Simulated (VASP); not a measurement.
# MgCdS4 (I4/mmm) in VASP: a series of runs

Runs on MgCdS4. Level: PBE. Tasks: single point.

Everything below comes from runs of VASP 6.6.1. Logs are shortened: lines on timing, memory, paths and dates and some standing lists are left out, and cuts for length are marked.

## Step 1: The cell of the first run

Symmetry: I4/mmm, No. 139, tetragonal system. Conventional cell: a = 7.252 Å, b = 7.252 Å, c = 5.303 Å, α = 90.00°, β = 90.00°, γ = 90.00°. Within 3.3 Å of Mg (site symmetry 4/mmm) lie 4 S at 2.53 Å and 2 Cd at 2.65 Å. Within 3.4 Å of Cd (site symmetry 4/mmm) lie 4 S at 2.60 Å and 2 Mg at 2.65 Å. Within 3.3 Å of S (site symmetry m2m) lie 1 Mg at 2.53 Å and 1 Cd at 2.60 Å and 2 S at 2.65 Å.

## Step 2: Single point, PBE

The input, INCAR:

```
SYSTEM = MgCdS4
PREC = Accurate
ENCUT = 520
EDIFF = 1E-7
ISMEAR = 0
SIGMA = 0.1
LREAL = .FALSE.
LASPH = .TRUE.
NELM = 60
ALGO = Normal
ISIF = 2
LWAVE = .FALSE.
LCHARG = .FALSE.
GGA = PE
NBANDS = 28
```

The input, KPOINTS:

```
Automatic mesh
0
G
  4 4 4
  0 0 0
```

The input, POSCAR:

```
MgCdS4
1.0
   -3.6259333865      3.6259333865      2.6514638330
    3.6259333865     -3.6259333865      2.6514638330
    3.6259333865      3.6259333865     -2.6514638330
Mg Cd S
1 1 4
Direct
    0.5000000000      0.5000000000      0.0000000000
    0.0000000000      0.0000000000      0.0000000000
    0.2533540246      0.2533540246      0.5067080492
    0.7466459754      0.7466459754      0.4932919508
    0.2533540246      0.7466459754      0.0000000000
    0.7466459754      0.2533540246      0.0000000000
```

Potentials or basis: VASP PAW PBE potentials, release 64 (Mg, Cd, S).

The run is started by

```sh
cat potpaw_PBE.64/Mg/POTCAR potpaw_PBE.64/Cd/POTCAR potpaw_PBE.64/S/POTCAR > POTCAR
mpirun -np 1 vasp_std > vasp.out
```

OUTCAR:

```text
SYSTEM = MgCdS4
   PREC = Accurate
   ENCUT = 520
   EDIFF = 1E-7
   ISMEAR = 0
   LREAL = .FALSE.
   LASPH = .TRUE.
   NELM = 60
   ISIF = 2
   GGA = PE

 ion  position               nearest neighbor table
   1  0.500  0.500  0.000-   3 2.53   4 2.53   5 2.53   6 2.53   2 2.65   2 2.65
   2  0.000  0.000  0.000-   3 2.60   5 2.60   6 2.60   4 2.60   1 2.65   1 2.65
   3  0.253  0.253  0.507-   1 2.53   2 2.60   4 2.65   4 2.65
   4  0.747  0.747  0.493-   1 2.53   2 2.60   3 2.65   3 2.65
   5  0.253  0.747  0.000-   1 2.53   2 2.60   6 2.65   6 2.65
   6  0.747  0.253  0.000-   1 2.53   2 2.60   5 2.65   5 2.65

  LATTYP: Found a body centered tetragonal cell.
 ALAT       =     7.2518667730
 C/A-ratio  =     0.7312500122

  Lattice vectors:

 A1 = (  -3.6259333865,   3.6259333865,   2.6514638330)
 A2 = (   3.6259333865,  -3.6259333865,   2.6514638330)
 A3 = (   3.6259333865,   3.6259333865,  -2.6514638330)

Analysis of symmetry for initial positions (statically):
=====================================================================
 Subroutine PRICEL returns:
 Original cell was already a primitive cell.

 Routine SETGRP: Setting up the symmetry group for a
 body centered tetragonal supercell.

 Subroutine GETGRP returns: Found 16 space group operations
 (whereof 16 operations were pure point group operations)
 out of a pool of 16 trial point group operations.

The static configuration has the point symmetry D_4h.

Analysis of symmetry for dynamics (positions and initial velocities):
=====================================================================
 Subroutine PRICEL returns:
 Original cell was already a primitive cell.

 Routine SETGRP: Setting up the symmetry group for a
 body centered tetragonal supercell.

 Subroutine GETGRP returns: Found 16 space group operations
 (whereof 16 operations were pure point group operations)
 out of a pool of 16 trial point group operations.

The dynamic configuration has the point symmetry D_4h.

 Subroutine INISYM returns: Found 16 space group operations
 (whereof 16 operations are pure point group operations),
 and found     1 'primitive' translations

----------------------------------------------------------------------------------------

                                     Primitive cell

  volume of cell :     139.4393

  direct lattice vectors                    reciprocal lattice vectors
    -3.625933386  3.625933386  2.651463833     0.000000000  0.137895528  0.188575078
     3.625933386 -3.625933386  2.651463833     0.137895528  0.000000000  0.188575078
     3.625933386  3.625933386 -2.651463833     0.137895528  0.137895528  0.000000000

  length of vectors
     5.772784970  5.772784970  5.772784970     0.233614505  0.233614505  0.195013726

  position of ions in fractional coordinates (direct lattice)
     0.500000000  0.500000000  0.000000000
     0.000000000  0.000000000  0.000000000
     0.253354025  0.253354025  0.506708049
     0.746645975  0.746645975  0.493291951
     0.253354025  0.746645975  0.000000000
     0.746645975  0.253354025  0.000000000

  ion indices of the primitive-cell ions
   primitive index   ion index
                 1           1
                 2           2
                 3           3
                 4           4
                 5           5
                 6           6

----------------------------------------------------------------------------------------

 KPOINTS: Automatic mesh

Automatic generation of k-mesh.
 Grid dimensions read from file:
 generate k-points for:    4    4    4

 Generating k-lattice:

  Cartesian coordinates                     Fractional coordinates (reciprocal lattice)
     0.000000000  0.034473882  0.047143770     0.250000000 -0.000000000  0.000000000
     0.034473882  0.000000000  0.047143770    -0.000000000  0.250000000  0.000000000
     0.034473882  0.034473882  0.000000000     0.000000000  0.000000000  0.250000000

  Length of vectors
     0.058403626  0.058403626  0.048753432

  Shift w.r.t. Gamma in fractional coordinates (k-lattice)
     0.000000000  0.000000000  0.000000000

 Subroutine IBZKPT returns following result:
 ===========================================

 Found     13 irreducible k-points:

 Following reciprocal coordinates:
            Coordinates               Weight
  0.000000  0.000000  0.000000      1.000000
  0.250000  0.000000  0.000000      8.000000
  0.500000  0.000000  0.000000      4.000000
  0.250000  0.250000  0.000000      8.000000
  0.500000  0.250000  0.000000     16.000000
 -0.250000  0.250000  0.000000      4.000000
  0.500000  0.500000  0.000000      2.000000
  0.250000  0.250000  0.250000      2.000000
 -0.250000  0.250000  0.250000      4.000000
  0.500000  0.500000  0.250000      4.000000
 -0.250000  0.500000  0.250000      8.000000
 -0.250000 -0.250000  0.250000      2.000000
  0.500000  0.500000  0.500000      1.000000
   k-points           NKPTS =     13   k-points in BZ     NKDIM =     13   number of bands    NBANDS=     28
   number of dos      NEDOS =    301   number of ions     NIONS =      6
   total plane-waves  NPLWV = 110592
   dimension x,y,z NGX =    48 NGY =   48 NGZ =   48
   dimension x,y,z NGXF=    96 NGYF=   96 NGZF=   96
   ions per type =               1   1   4
   NGX,Y,Z   is equivalent  to a cutoff of  13.82, 13.82, 13.82 a.u.
   NGXF,Y,Z  is equivalent  to a cutoff of  27.65, 27.65, 27.65 a.u.
 SYSTEM =  MgCdS4
   PREC   = accura    normal or accurate (medium, high low for compatibility)
   ISTART =      0    job   : 0-new  1-cont  2-samecut
   ICHARG =      2    charge: 1-file 2-atom 10-const
   ISPIN  =      1    spin polarized calculation?
   LNONCOLLINEAR =      F non collinear calculations
   LSORBIT =      F    spin-orbit coupling
   LASPH  =      T    aspherical Exc in radial PAW
   ENCUT  =  520.0 eV  38.22 Ry    6.18 a.u.  10.73 10.73 10.73*2*pi/ulx,y,z
   NELM   =     60;   NELMIN=  2; NELMDL= -5     # of ELM steps
   EDIFF  = 0.1E-06   stopping-criterion for ELM
   LREAL  =      F    real-space projection
   EDIFFG = 0.1E-05   stopping-criterion for IOM
   NSW    =      0    number of steps for IOM
   IBRION =     -1    ionic relax: 0-MD 1-quasi-New 2-CG
   NFREE  =      0    steps in history (QN), initial steepest desc. (CG)
   ISIF   =      2    stress and relaxation
   ISYM   =      2    0-nonsym 1-usesym 2-fastsym
   POTIM  = 0.5000    time-step for ionic-motion
   TEBEG  =    0.0;   TEEND  =   0.0 temperature during run
   PSTRESS=    0.0 pullay stress
   NELECT =      38.0000    total number of electrons
   NUPDOWN=      -1.0000    fix difference up-down
   EMIN   =  10.00;   EMAX   =-10.00  energy-range for DOS
   EFERMI =   0.00;   METHOD = LEGACY
   ISMEAR =     0;   SIGMA  =   0.10  broadening in eV -4-tet -1-fermi 0-gaus
   EFERMI_NEDOS =   21; number of points for ismear=-14 and -15
   IALGO  =     38    algorithm
   IMIX   =      4    mixing-type and parameters
     AMIX     =   0.40;   BMIX     =  1.00
     AMIX_MAG =   1.60;   BMIX_MAG =  1.00
  volume/ion in A,a.u.               =      23.24       156.83
  Fermi-wavevector in a.u.,A,eV,Ry     =   1.061388  2.005733 15.327574  1.126545
  Thomas-Fermi vector in A             =   2.196803
   LORBIT       =      0    0 simple, 1 ext, 2 COOP (PROOUT), +10 PAW based schemes
   GGA     = PE    functional components
   LHFCALC =     F    Hartree Fock is set to
   AEXX    =    0.0000 exact exchange contribution
   IVDW    =     0    specifies the selected vdW correction
   LEPSILON=     F    determine dielectric tensor
   LRPA    =     F    only Hartree local field effects (RPA)
 non-spin polarized calculation
 Gauss-broadening in eV      SIGMA  =   0.10
  energy-cutoff  :      520.00
  volume of cell :      139.44
 maximum number of plane-waves:      3770
 NGX is ok and might be reduce to    48
   NGX = 21   NGY = 21   NGZ = 21

 number of electron      37.9999999 magnetization

 Free energy of the ion-electron system (eV)
  ---------------------------------------------------
  ext. energy  EPLUGINS =         0.00000000
  ---------------------------------------------------
  free energy    TOTEN  =       -17.79348101 eV

  energy without entropy =      -17.77347644  energy(sigma->0) =      -17.78347873

 E-fermi :   2.2260     XC(G=0):  -8.9407

 val. band max:        2.2011078795   @ k =   0.5000   0.5000   0.0000
 cond. band min:       2.2797090852   @ k =  -0.2500  -0.2500   0.2500
 fundamental gap:      0.0786012056
 Fermi energy:         2.2259613721

 k-point     1 :       0.0000    0.0000    0.0000
  band No.  band energies     occupation
      1     -11.3243      2.00000
      2     -10.5530      2.00000
      3      -8.2360      2.00000
      4      -8.2360      2.00000
      5      -7.0354      2.00000
      6      -6.6653      2.00000
[... 20 lines left out ...]
     27      10.4006      0.00000
     28      10.4006      0.00000

 k-point     2 :       0.2500    0.0000    0.0000
  band No.  band energies     occupation
      1     -10.9980      2.00000
      2     -10.3473      2.00000
      3      -8.9261      2.00000
      4      -8.8091      2.00000
      5      -6.9548      2.00000
      6      -6.6307      2.00000
[... 20 lines left out ...]
     27       9.2446      0.00000
     28       9.5089      0.00000

 k-point     3 :       0.5000    0.0000    0.0000
  band No.  band energies     occupation
      1     -10.1378      2.00000
      2     -10.0615      2.00000
      3      -9.8450      2.00000
      4      -9.5973      2.00000
      5      -6.8980      2.00000
      6      -6.6538      2.00000
[... 20 lines left out ...]
     27       9.8395      0.00000
     28      10.1964      0.00000

 k-point     4 :       0.2500    0.2500    0.0000
  band No.  band energies     occupation
      1     -10.2221      2.00000
      2      -9.9454      2.00000
      3      -9.8106      2.00000
      4      -9.6642      2.00000
      5      -6.8921      2.00000
      6      -6.6251      2.00000
[... 20 lines left out ...]
     27       9.9654      0.00000
     28      10.2038      0.00000

 k-point     5 :       0.5000    0.2500    0.0000
  band No.  band energies     occupation
      1     -10.7707      2.00000
      2     -10.4635      2.00000
      3      -9.1242      2.00000
      4      -8.8162      2.00000
      5      -6.8803      2.00000
      6      -6.6298      2.00000
[... 20 lines left out ...]
     27       9.5184      0.00000
     28       9.9125      0.00000

 k-point     6 :      -0.2500    0.2500    0.0000
  band No.  band energies     occupation
      1     -11.1867      2.00000
      2     -10.6223      2.00000
      3      -8.4425      2.00000
      4      -8.2433      2.00000
      5      -6.9236      2.00000
      6      -6.6660      2.00000
[... 20 lines left out ...]
     27       9.4370      0.00000
     28       9.5104      0.00000

 k-point     7 :       0.5000    0.5000    0.0000
  band No.  band energies     occupation
      1     -10.9581      2.00000
      2     -10.7770      2.00000
      3      -8.6227      2.00000
      4      -8.2505      2.00000
      5      -6.8836      2.00000
      6      -6.6667      2.00000
[... 20 lines left out ...]
     27       9.7935      0.00000
     28       9.9326      0.00000

 k-point     8 :       0.2500    0.2500    0.2500
  band No.  band energies     occupation
      1     -10.0740      2.00000
      2      -9.9563      2.00000
      3      -9.8195      2.00000
      4      -9.8195      2.00000
      5      -6.8696      2.00000
      6      -6.5968      2.00000
[... 20 lines left out ...]
     27      10.4349      0.00000
     28      10.7226      0.00000

 k-point     9 :      -0.2500    0.2500    0.2500
  band No.  band energies     occupation
      1     -11.0641      2.00000
      2     -10.6592      2.00000
      3      -8.6103      2.00000
      4      -8.2776      2.00000
      5      -6.8142      2.00000
      6      -6.6388      2.00000
[... 20 lines left out ...]
     27       8.9408      0.00000
     28       8.9868      0.00000

 k-point    10 :       0.5000    0.5000    0.2500
  band No.  band energies     occupation
      1     -10.8629      2.00000
      2     -10.7675      2.00000
      3      -8.7607      2.00000
      4      -8.3137      2.00000
      5      -6.7541      2.00000
      6      -6.6386      2.00000
[... 20 lines left out ...]
     27       8.8496      0.00000
     28       9.0148      0.00000

 k-point    11 :      -0.2500    0.5000    0.2500
  band No.  band energies     occupation
      1     -10.6035      2.00000
      2     -10.4830      2.00000
      3      -9.3328      2.00000
      4      -8.7985      2.00000
      5      -6.8198      2.00000
      6      -6.6230      2.00000
[... 20 lines left out ...]
     27       8.9962      0.00000
     28       9.8607      0.00000

 k-point    12 :      -0.2500   -0.2500    0.2500
  band No.  band energies     occupation
      1     -10.3544      2.00000
      2      -9.8016      2.00000
      3      -9.8016      2.00000
      4      -9.6569      2.00000
      5      -6.9029      2.00000
      6      -6.5975      2.00000
[... 20 lines left out ...]
     27       9.3977      0.00000
     28      10.7592      0.00000

 k-point    13 :       0.5000    0.5000    0.5000
  band No.  band energies     occupation
      1     -10.7578      2.00000
      2     -10.7578      2.00000
      3      -8.8914      2.00000
      4      -8.3657      2.00000
      5      -6.6801      2.00000
      6      -6.6094      2.00000
[... 20 lines left out ...]
     27       7.7785      0.00000
     28       7.9217      0.00000

------------------------ aborting loop because EDIFF is reached ----------------------------------------

  FORCE on cell =-STRESS in cart. coord.  units (eV):
  Direction    XX          YY          ZZ          XY          YZ          ZX
  --------------------------------------------------------------------------------------
  -------------------------------------------------------------------------------------
  Total        0.0994751      0.0994751      0.0224967      0.0000000     -0.0000000      0.0000000
  in kB        1.1429825      1.1429825      0.2584904      0.0000000     -0.0000000      0.0000000
  external PRESSURE =       0.8481518 kB  Pullay stress =       0.0000000 kB

 VOLUME and BASIS-vectors are now :
 -----------------------------------------------------------------------------
  energy-cutoff  :      520.00
  volume of cell :      139.44
      direct lattice vectors                 reciprocal lattice vectors
    -3.625933386  3.625933386  2.651463833     0.000000000  0.137895528  0.188575078
     3.625933386 -3.625933386  2.651463833     0.137895528  0.000000000  0.188575078
     3.625933386  3.625933386 -2.651463833     0.137895528  0.137895528  0.000000000

 POSITION                                       TOTAL-FORCE (eV/Angst)
 -----------------------------------------------------------------------------------
      0.00000      0.00000      2.65146         0.000000      0.000000      0.000000
      0.00000      0.00000      0.00000         0.000000      0.000000      0.000000
      1.83729      1.83729      0.00000         0.036844      0.036844      0.000000
      1.78864      1.78864      2.65146        -0.036844     -0.036844     -0.000000
      1.78864     -1.78864      2.65146        -0.036844      0.036844      0.000000
     -1.78864      1.78864      2.65146         0.036844     -0.036844      0.000000
 -----------------------------------------------------------------------------------
    total drift:                                0.000000      0.000000     -0.000000

  FREE ENERGIE OF THE ION-ELECTRON SYSTEM (eV)
  ---------------------------------------------------
  free  energy   TOTEN  =       -17.7934810143 eV

  energy  without entropy=      -17.7734764403  energy(sigma->0) =      -17.78347873
```

It took 100 s on 1 thread of Intel Xeon Platinum 8488C (Sapphire Rapids), shared host; peak memory 0.33 GiB.

What came out:

```yaml
Free_energy: -17.7935 eV
Pressure: 0.1 GPa
Largest_force: 0.052 eV/Å
Band_gap_on_the_k_mesh: zero (band 19 reaches 2.85 eV, above the bottom of band 20 at 1.21 eV)
```

Forces on the atoms (eV/Å):
```
Mg   0.000  0.000  0.000
Cd   0.000  0.000  0.000
S    0.037  0.037  0.000
S   -0.037 -0.037  0.000
S   -0.037  0.037  0.000
S    0.037 -0.037  0.000
```

Caveat: the k points lie up to 0.37 Å⁻¹ apart.

(Continued in part 2 of 2.)
